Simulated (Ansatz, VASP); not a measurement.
# Two plane-wave programs on BP

```
B P
1.0
     0.00000    2.27421    2.27421
     2.27421    0.00000    2.27421
     2.27421    2.27421    0.00000
B P
1 1
Direct
  0.00000 0.00000 0.00000
  0.75000 0.75000 0.75000
```

Alike in both runs: task single point; functional PBE; k mesh 12 × 12 × 12; occupations gaussian, width 0.05 eV; no spin polarisation.

```csv
,VASP,Ansatz
version,VASP 6.6.1,Ansatz 0.2.0
potentials or method,"VASP PAW PBE potentials, release 64 (B, P), cutoff 520 eV","scalar-relativistic, plane waves, PAW"
valence electrons in the cell,8,8
```

```csv
,VASP,Ansatz,Ansatz less VASP
pressure (GPa),-0.2,0.0,+0.23
```

With one functional, cell and mesh, what is left measures potentials, basis and numerics.
